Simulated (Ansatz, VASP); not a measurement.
# Two plane-wave programs on K3H

Contents of INCAR:

```
SYSTEM = K3H
  PREC = Accurate
  ENCUT = 600
  EDIFF = 1E-6
  ISMEAR = 0
  SIGMA = 0.1
  LREAL = .False.
  LASPH = .True.
  NELM = 100
  ALGO = Normal
  ISIF = 3
  LWAVE = .False.
  LCHARG = .False.
  GGA = PE
  IBRION = 2
  NSW = 90
  EDIFFG = -0.04
```

KPOINTS

```
regular mesh
0
Gamma
  6 6 4
  0 0 0
```

POSCAR

```
K3H
1.0
    5.1418126300      0.0000000000      0.0000000000
   -2.5709063100      4.4529403600      0.0000000000
    0.0000000000      0.0000000000      4.5216092600
K H
3 1
Direct
    0.3333333300      0.6666666700      0.5000000000
    0.6666666700      0.3333333300      0.5000000000
    0.0000000000      0.0000000000      0.5000000000
    0.0000000000      0.0000000000      0.0000000000
```

Input for Ansatz:

```yaml
crystal:
  lattice:
    - [5.14181263, 0.0, 0.0]
    - [-2.57090631, 4.45294036, 0.0]
    - [0.0, 0.0, 4.52160926]
  atoms:
    - { symbol: K, position: [0.33333333, 0.66666667, 0.5] }
    - { symbol: K, position: [0.66666667, 0.33333333, 0.5] }
    - { symbol: K, position: [0.0, 0.0, 0.5] }
    - { symbol: H, position: [0.0, 0.0, 0.0] }
basis:
  ecutwfc: 420
kpoints:
  mp_grid: { grid: [6, 6, 4] }
hamiltonian:
  xc: pbe
scf:
  occupations: { method: gaussian, width: 0.1 }
  lower_state_search: "off"
output:
  forces: true
  stress: true
  eigenvalues: true
relax:
  adjacent_minimum: "off"
  f_tol: 0.04
  max_steps: 70
  cell: { stress_tol: 0.4 }
```

Alike in both runs: task relaxation of cell and atoms; functional PBE; k mesh 6 × 6 × 4; occupations gaussian, width 0.1 eV; no spin polarisation.

|  | VASP | Ansatz |
| --- | --- | --- |
| version | VASP 6.6.1 | Ansatz 0.2.0 |
| potentials or method | VASP PAW PBE potentials, release 64 (K_sv, H), cutoff 600 eV | scalar-relativistic, plane waves, PAW |
| valence electrons in the cell | 28 | 28 |

Ansatz gave:

```
gap on the k mesh at the Fermi level, each at its own relaxed structure (eV) : none
relaxed volume (Å³/atom)                                                     : 65.38
relaxed cell length with the largest relative difference (Å)                 : 8.005
```

What did VASP give for the same quantities?

gap on the k mesh at the Fermi level, each at its own relaxed structure (eV): none; relaxed volume (Å³/atom): 64.03; relaxed cell length with the largest relative difference (Å): 7.924.

A gap of «none» marks a metal or a gap that the smearing closes.

Noted on VASP's run: the volume moved by over 15 % at a fixed basis, so the end points are rough.
